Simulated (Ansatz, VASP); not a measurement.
MgO: VASP beside Ansatz

```
Mg O
1.0
     0.00000    2.12694    2.12694
     2.12694    0.00000    2.12694
     2.12694    2.12694    0.00000
Mg O
1 1
Direct
  0.00000 0.00000 0.00000
  0.50000 0.50000 0.50000
```

Alike in both runs: functional PBE; k mesh 13 × 13 × 13; occupations fermi-dirac, width 0.02 eV; no spin polarisation.

Ansatz relaxed the structure, and its values are those at the end. VASP's run is a single point on that final structure, the one shown.

|  | VASP | Ansatz |
| --- | --- | --- |
| version | VASP 6.6.1 | Ansatz 0.2.0 |
| potentials or method | VASP PAW PBE potentials, release 64 (Mg, O) | PAW with Ansatz's default frozen-core files, scalar-relativistic |
| plane-wave cutoff (eV) | 520 | 420 |
| valence electrons in the cell | 8 | 16 |

```csv
,VASP,Ansatz,Ansatz less VASP
pressure (GPa),-0.8,0.0,+0.75
```

VASP's potentials hold 8 valence electrons a cell and Ansatz's 16, so a difference there can come from the potentials and not from the codes.
